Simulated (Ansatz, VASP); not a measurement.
## HC18: VASP beside Ansatz

```
C H
1.0
     7.39800    0.00000    0.00000
    -3.69900    6.40686    0.00000
     0.00000    0.00000   11.00000
C H
18 1
Direct
  0.00175 0.99725 0.12362
  0.22855 0.11067 0.09180
  0.00063 0.33004 0.08562
  0.22407 0.44192 0.08853
  0.00064 0.66346 0.08578
  0.22407 0.77498 0.08863
  0.33561 0.99841 0.08575
  0.55758 0.10894 0.08044
  0.33561 0.33000 0.08571
  0.55758 0.44148 0.08051
  0.33509 0.66395 0.08816
  0.55713 0.77498 0.08854
  0.66900 0.99841 0.08560
  0.88831 0.11074 0.09146
  0.66843 0.33063 0.07944
  0.89012 0.44149 0.08045
  0.66906 0.66346 0.08572
  0.88839 0.77053 0.09186
  0.00165 0.99784 0.22602
```

Alike in both runs: functional PBE; dispersion D3(BJ); k mesh 2 × 2 × 1; occupations fermi-dirac, width 0.05 eV; collinear spin.

Ansatz relaxed the structure, and its values are those at the end. VASP's run is a single point on that final structure, the one shown.

```csv
,VASP,Ansatz
version,VASP 6.6.1,Ansatz 0.2.0
potentials or method,"VASP PAW PBE potentials, release 64 (C, H), cutoff 520 eV","scalar-relativistic, plane waves, PAW"
valence electrons in the cell,73,73
```

VASP gave:

* rms of the force components (eV/Å): 0.016
* net moment per atom (μB): 0.05
* size of the moment on the site where the two differ most (μB): 0.13

Task: Estimate Ansatz's values.

Result: rms of the force components (eV/Å): 0.016; net moment per atom (μB): 0.05; size of the moment on the site where the two differ most (μB): 0.09.

Site moments also hang on the region over which each program counts them. Ansatz's warnings: filled band counts differ across k points, seeded moment not kept, xc potential rough in thin density.

The k mesh is coarse, so the values compare programs but aren't converged.
